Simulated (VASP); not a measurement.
# TiAl3 (I4/mmm) in VASP: notebook, part 2 of 2

VASP 6.6.1.

## (4) Single point, r2SCAN (biaxial strain in the a-b plane: +1.0 %)

File POSCAR:

```
TiAl3
1.0
    3.8622407176      0.0000000000      0.0000000000
    0.0000000000      3.8622407176      0.0000000000
    0.0000000000      0.0000000000      8.5124470955
Ti Al
2 6
Direct
    0.0000000000      0.0000000000      0.0000000000
    0.5000000000      0.5000000000      0.5000000000
    0.5000000000      0.5000000000      0.0000000000
    0.0000000000      0.5000000000      0.2500000000
    0.5000000000      0.0000000000      0.2500000000
    0.0000000000      0.0000000000      0.5000000000
    0.5000000000      0.0000000000      0.7500000000
    0.0000000000      0.5000000000      0.7500000000
```

File INCAR.step1:

```
  PREC = Accurate
  ENCUT = 520
  ISMEAR = 0
  SIGMA = 0.1
  LREAL = False
  LASPH = True
  NELM = 60
  NBANDS = 31
  GGA = PE
  ALGO = Normal
  EDIFF = 1E-4
  LWAVE = True
  LCHARG = False
```

File INCAR.step2:

```
  PREC = Accurate
  ENCUT = 520
  EDIFF = 1E-6
  ISMEAR = 0
  SIGMA = 0.1
  LREAL = False
  LASPH = True
  NELM = 60
  ALGO = Normal
  ISIF = 2
  LWAVE = False
  LCHARG = False
  METAGGA = R2SCAN
  LMIXTAU = True
  NBANDS = 31
  ISTART = 1
```

File KPOINTS:

```
Automatic mesh
0
Gamma
  10 10 4
```

Potentials or basis: VASP PAW PBE potentials, release 64 (Ti_sv, Al).

On the command line:

```
> cat potpaw_PBE.64/Ti_sv/POTCAR potpaw_PBE.64/Al/POTCAR > POTCAR
> cp INCAR.step1 INCAR
> mpirun -np 1 vasp_std > vasp.out
> cp INCAR.step2 INCAR
> mpirun -np 1 vasp_std > vasp.out
```

OUTCAR:

```text
PREC = Accurate
   ENCUT = 520
   EDIFF = 1E-6
   ISMEAR = 0
   LREAL = False
   LASPH = True
   NELM = 60
   ISIF = 2
   METAGGA = R2SCAN
   ISTART = 1

 ion  position               nearest neighbor table
   1  0.000  0.000  0.000-   3 2.73   3 2.73   3 2.73   3 2.73   8 2.87   4 2.87   4 2.87   8 2.87
                             5 2.87   5 2.87   7 2.87   7 2.87
   2  0.500  0.500  0.500-   6 2.73   6 2.73   6 2.73   6 2.73   8 2.87   5 2.87   5 2.87   7 2.87
                             4 2.87   4 2.87   8 2.87   7 2.87
   3  0.500  0.500  0.000-   1 2.73   1 2.73   1 2.73   1 2.73   8 2.87   4 2.87   5 2.87   7 2.87
                             5 2.87   4 2.87   8 2.87   7 2.87
   4  0.000  0.500  0.250-   5 2.73   5 2.73   5 2.73   5 2.73   6 2.87   1 2.87   2 2.87   6 2.87
                             2 2.87   3 2.87   3 2.87   1 2.87
   5  0.500  0.000  0.250-   4 2.73   4 2.73   4 2.73   4 2.73   6 2.87   2 2.87   3 2.87   2 2.87
                             1 2.87   3 2.87   6 2.87   1 2.87
   6  0.000  0.000  0.500-   2 2.73   2 2.73   2 2.73   2 2.73   8 2.87   4 2.87   4 2.87   8 2.87
                             5 2.87   5 2.87   7 2.87   7 2.87
   7  0.500  0.000  0.750-   8 2.73   8 2.73   8 2.73   8 2.73   1 2.87   2 2.87   3 2.87   2 2.87
                             1 2.87   6 2.87   3 2.87   6 2.87
   8  0.000  0.500  0.750-   7 2.73   7 2.73   7 2.73   7 2.73   1 2.87   1 2.87   6 2.87   2 2.87
                             2 2.87   3 2.87   3 2.87   6 2.87

  LATTYP: Found a simple tetragonal cell.
 ALAT       =     3.8622407176
 C/A-ratio  =     2.2040177498

  Lattice vectors:

 A1 = (   3.8622407176,   0.0000000000,   0.0000000000)
 A2 = (   0.0000000000,   3.8622407176,   0.0000000000)
 A3 = (   0.0000000000,   0.0000000000,   8.5124470955)

Analysis of symmetry for initial positions (statically):
=====================================================================
 Subroutine PRICEL returns following result:
[... 173 lines left out ...]
   LORBIT       =      0    0 simple, 1 ext, 2 COOP (PROOUT), +10 PAW based schemes
   METAGGA = R2SCAN    functional components
   LHFCALC =     F    Hartree Fock is set to
   AEXX    =    0.0000 exact exchange contribution
   IVDW    =     0    specifies the selected vdW correction
   LEPSILON=     F    determine dielectric tensor
   LRPA    =     F    only Hartree local field effects (RPA)
 non-spin polarized calculation
 Gauss-broadening in eV      SIGMA  =   0.10
  energy-cutoff  :      520.00
  volume of cell :      126.98
 maximum number of plane-waves:      3448
 NGX is ok and might be reduce to    30
   NGX = 15   NGY = 15   NGZ = 31

 number of electron      42.0000001 magnetization

 Free energy of the ion-electron system (eV)
  ---------------------------------------------------
  ext. energy  EPLUGINS =         0.00000000
  ---------------------------------------------------
  free energy    TOTEN  =       -69.79620210 eV

  energy without entropy =      -69.77868493  energy(sigma->0) =      -69.78744351

 E-fermi :   8.2034     XC(G=0): -11.4938

 val. band max:        8.2022373102   @ k =   0.4000   0.0000   0.2500
 cond. band min:       8.2035223914   @ k =   0.2000   0.0000   0.2500
 fundamental gap:      0.0012850812
 Fermi energy:         8.2033645304

 k-point     1 :       0.0000    0.0000    0.0000
  band No.  band energies     occupation
      1     -50.6463      2.00000
      2     -50.6462      2.00000
      3     -25.9185      2.00000
      4     -25.9185      2.00000
      5     -25.9182      2.00000
      6     -25.9182      2.00000
[... 805 lines left out ...]
     30      12.2172      0.00000
     31      12.6436      0.00000

 [... further k-points ...]

------------------------ aborting loop because EDIFF is reached ----------------------------------------

  FORCE on cell =-STRESS in cart. coord.  units (eV):
  Direction    XX          YY          ZZ          XY          YZ          ZX
  --------------------------------------------------------------------------------------
  -------------------------------------------------------------------------------------
  Total       -2.1621942     -2.1621942      0.3756349      0.0000000      0.0000000     -0.0000000
  in kB      -27.2817474    -27.2817474      4.7396193      0.0000000      0.0000000     -0.0000000
  external PRESSURE =     -16.6079585 kB  Pullay stress =       0.0000000 kB

 VOLUME and BASIS-vectors are now :
 -----------------------------------------------------------------------------
  energy-cutoff  :      520.00
  volume of cell :      126.98
      direct lattice vectors                 reciprocal lattice vectors
     3.862240718  0.000000000  0.000000000     0.258917057  0.000000000  0.000000000
     0.000000000  3.862240718  0.000000000     0.000000000  0.258917057  0.000000000
     0.000000000  0.000000000  8.512447096     0.000000000  0.000000000  0.117475033

 POSITION                                       TOTAL-FORCE (eV/Angst)
 -----------------------------------------------------------------------------------
      0.00000      0.00000      0.00000         0.000000      0.000000      0.000000
      1.93112      1.93112      4.25622        -0.000000     -0.000000     -0.000000
      1.93112      1.93112      0.00000        -0.000000      0.000000      0.000000
      0.00000      1.93112      2.12811         0.000000      0.000000      0.000000
      1.93112      0.00000      2.12811         0.000000      0.000000      0.000000
      0.00000      0.00000      4.25622         0.000000      0.000000      0.000000
      1.93112      0.00000      6.38434         0.000000     -0.000000      0.000000
      0.00000      1.93112      6.38434         0.000000     -0.000000      0.000000
 -----------------------------------------------------------------------------------
    total drift:                                0.000000      0.000000      0.000000

  FREE ENERGIE OF THE ION-ELECTRON SYSTEM (eV)
  ---------------------------------------------------
  free  energy   TOTEN  =       -69.7962021000 eV

  energy  without entropy=      -69.7786849283  energy(sigma->0) =      -69.78744351
```

OUTCAR.step1:

```text
PREC = Accurate
   ENCUT = 520
   ISMEAR = 0
   LREAL = False
   LASPH = True
[... 1083 lines left out ...]
      1.93112      0.00000      2.12811        -0.000000      0.000000     -0.000000
      0.00000      0.00000      4.25622        -0.000000     -0.000000     -0.000000
      1.93112      0.00000      6.38434        -0.000000      0.000000      0.000000
      0.00000      1.93112      6.38434         0.000000     -0.000000     -0.000000
 -----------------------------------------------------------------------------------
    total drift:                                0.000000      0.000000      0.000000

  FREE ENERGIE OF THE ION-ELECTRON SYSTEM (eV)
  ---------------------------------------------------
  free  energy   TOTEN  =       -41.3152028827 eV

  energy  without entropy=      -41.2964110393  energy(sigma->0) =      -41.30580696
```

OSZICAR.step1:

```text
N       E                     dE             d eps       ncg     rms          rms(c)
DAV:   1     0.335481763547E+03    0.33548E+03   -0.18292E+04  3906   0.130E+03
DAV:   2    -0.918688929372E+01   -0.34467E+03   -0.33441E+03  3984   0.364E+02
DAV:   3    -0.427648439073E+02   -0.33578E+02   -0.32618E+02  6381   0.999E+01
DAV:   4    -0.452874884734E+02   -0.25226E+01   -0.24990E+01  5705   0.226E+01
DAV:   5    -0.454153883207E+02   -0.12790E+00   -0.12788E+00  5529   0.421E+00    0.154E+01
DAV:   6    -0.427958371493E+02    0.26196E+01   -0.45440E+01  5473   0.404E+01    0.996E+00
DAV:   7    -0.415147323756E+02    0.12811E+01   -0.17048E+01  5131   0.262E+01    0.449E+00
DAV:   8    -0.413630955441E+02    0.15164E+00   -0.19387E+00  5223   0.100E+01    0.169E+00
DAV:   9    -0.413139739743E+02    0.49122E-01   -0.27615E-01  5190   0.362E+00    0.469E-01
DAV:  10    -0.413172666934E+02   -0.32927E-02   -0.31468E-02  5720   0.100E+00    0.344E-01
DAV:  11    -0.413159314174E+02    0.13353E-02   -0.23372E-02  5487   0.969E-01    0.181E-01
DAV:  12    -0.413151933445E+02    0.73807E-03   -0.34328E-03  5332   0.406E-01    0.174E-02
DAV:  13    -0.413152028827E+02   -0.95382E-05   -0.11545E-04  3491   0.552E-02
   1 F= -.41315203E+02 E0= -.41305807E+02  d E =-.187918E-01
```

Wall time 13 min (1 thread of Intel Xeon Platinum 8259CL at 2.50GHz (Skylake/Cascade Lake), shared host); peak memory 0.37 GiB.

Results:

```yaml
Free_energy: -69.7962 eV
Pressure: -1.7 GPa
Band_gap_on_the_k_mesh: zero (bands 21 and 22 overlap by 2.21 eV)
```

Levels at points of the mesh, in eV from the Fermi level:
```csv
k point,band 17,band 18,band 19,band 20,band 21,band 22,band 23,band 24,band 25,band 26
"(0.00, 0.00, 0.00)",-1.35,-1.14,-1.14,-0.26,0.77,0.77,0.84,0.98,1.65,1.65
"(0.50, 0.00, 0.00)",-1.04,-1.04,-1.04,-1.04,0.23,0.23,1.99,1.99,2.49,2.49
"(0.50, 0.50, 0.00)",-3.03,-3.03,-2.29,-2.29,-0.99,-0.99,1.89,1.89,2.16,2.16
"(0.00, 0.00, 0.50)",-1.26,-1.26,-0.14,-0.14,0.91,0.91,1.18,1.18,1.18,1.18
"(0.50, 0.00, 0.50)",-1.18,-1.18,-0.20,-0.20,0.54,0.54,1.99,1.99,2.06,2.06
"(0.50, 0.50, 0.50)",-1.97,-1.97,-1.97,-1.97,-1.19,-1.19,0.93,0.93,1.89,1.89
```

Caveat: the cell differs from its parent crystal (biaxial strain in the a-b plane: +1.0 %); the PAW data sets were made with another functional, which shifts forces and pressure a little.

## (5) The runs side by side

```tsv
cell	k mesh	cutoff (eV)	gap on the mesh (eV)	pressure (GPa)
a = 5.234 Å, angles 135.7, 135.7, 64.4°, 4 atoms, atomic positions A	16 × 16 × 16	550	none	-9.2
a = 3.824, b = 3.824, c = 8.564 Å, 8 atoms, atomic positions B	10 × 10 × 4	520	none	-0.1
a = 3.862, b = 3.862, c = 8.512 Å, 8 atoms, atomic positions B	10 × 10 × 4	520	none	-1.7
```

Alike in all rows: task single point; level r2SCAN; potentials or basis VASP PAW PBE potentials, release 64 (Ti_sv, Al); no spin polarisation; smearing gaussian 0.1 eV.

Caveats: the PAW data sets were made with another functional, which shifts forces and pressure a little; the cell stands under tension (at least some runs).

Total energies depend on the potentials used, so only differences within one code and one set of settings carry meaning.

The gap in the log of VASP goes by the Fermi energy; the results here count the filled bands.